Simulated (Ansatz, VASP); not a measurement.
## One calculation of AlNi3, two programs

```
CELL_PARAMETERS angstrom
3.59215 0.00000 0.00000
0.00000 3.59215 0.00000
0.00000 0.00000 3.59215
ATOMIC_POSITIONS crystal
Ni 0.50000 0.50000 0.00000
Ni 0.50000 0.00000 0.50000
Ni 0.00000 0.50000 0.50000
Al 0.00000 0.00000 0.00000
```

Change from the starting cell: volume scaled by 1.06.

Alike in both runs: task single point; functional LDA; k mesh 8 × 8 × 8; occupations fermi-dirac, width 0.05 eV; collinear spin.

```csv
,VASP,Ansatz
version,VASP 6.6.1,Ansatz 0.2.0
potentials or method,"VASP PAW LDA potentials, release 64 (Ni, Al), cutoff 520 eV","all-electron LAPW, scalar-relativistic"
```

Ansatz gave:

* gap on the k mesh at the Fermi level (eV): none
* pressure (GPa): -16.9
* net moment per atom (μB): 0.15
* size of the moment on the site where the two differ most (μB): 0.21

Which values does VASP return?

gap on the k mesh at the Fermi level (eV): none; pressure (GPa): -16.5; net moment per atom (μB): 0.12; size of the moment on the site where the two differ most (μB): 0.17.

LDA's correlation is that of Perdew and Zunger in VASP and of Perdew and Wang (1992) in Ansatz. Site moments also hang on the region over which each program counts them. A gap of «none» marks a metal or a gap that the smearing closes. Ansatz ran all-electron here, and VASP with PAW potentials.
